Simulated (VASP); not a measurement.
Write the native input for VASP 6.6.1 that does the following.

- Task: single point
- Functional: r2SCAN
- Potentials or basis: VASP PAW PBE potentials, release 64 (Nb_sv)
- Cutoff: 520 eV
- k mesh: 7 × 7 × 3
- Occupations: fermi-dirac, width 0.1 eV
- Spin: no spin polarisation
- Dipole correction: no
- Further INCAR settings: ALGO = Normal; EDIFF = 1e-06; NBANDS = 20

The system is Nb.

```xyz
2
Lattice="2.8610 0.0000 0.0000 -1.4305 2.4777 0.0000 0.0000 0.0000 5.2442" Properties=species:S:1:pos:R:3 pbc="T T T"
Nb    0.0000    1.6518    1.3111
Nb    1.4305    0.8259    3.9332
```

One way to write it, as run:

POSCAR

```
Nb
1.0
    2.8610290338      0.0000000000      0.0000000000
   -1.4305145169      2.4777238243      0.0000000000
    0.0000000000      0.0000000000      5.2442395872
Nb
2
Direct
    0.3333333333      0.6666666667      0.2500000000
    0.6666666667      0.3333333333      0.7500000000
```

INCAR.step1

```
SYSTEM = Nb
PREC = Accurate
ENCUT = 520
ISMEAR = -1
SIGMA = 0.1
LREAL = .False.
LASPH = .True.
NELM = 100
NBANDS = 20
GGA = PE
ALGO = Normal
EDIFF = 1E-4
LWAVE = .True.
LCHARG = .False.
```

INCAR.step2

```
SYSTEM = Nb
PREC = Accurate
ENCUT = 520
EDIFF = 1E-6
ISMEAR = -1
SIGMA = 0.1
LREAL = .False.
LASPH = .True.
NELM = 100
ALGO = Normal
ISIF = 2
LWAVE = .False.
LCHARG = .False.
METAGGA = R2SCAN
LMIXTAU = .True.
NBANDS = 20
ISTART = 1
```

KPOINTS

```
regular mesh
0
Gamma
  7 7 3
  0 0 0
```

Potentials or basis: VASP PAW PBE potentials, release 64 (Nb_sv).

Run with:

```console
$ cat potpaw_PBE.64/Nb_sv/POTCAR > POTCAR
$ cp INCAR.step1 INCAR
$ mpirun -np 1 vasp_std > vasp.out
$ cp INCAR.step2 INCAR
$ mpirun -np 1 vasp_std > vasp.out
```

It gave:

| Quantity | Value |
| --- | --- |
| Pressure | 0.0 GPa |
| Band gap on the k mesh | zero (band 13 reaches 12.00 eV, above the bottom of band 14 at 10.65 eV) |

Caveat: the k points lie up to 0.40 Å⁻¹ apart; the PAW data sets were made with another functional, which shifts forces and pressure a little.

Wall time 76 s on 1 thread of Intel Xeon 8259CL, on a shared host, peak memory 0.16 GiB.
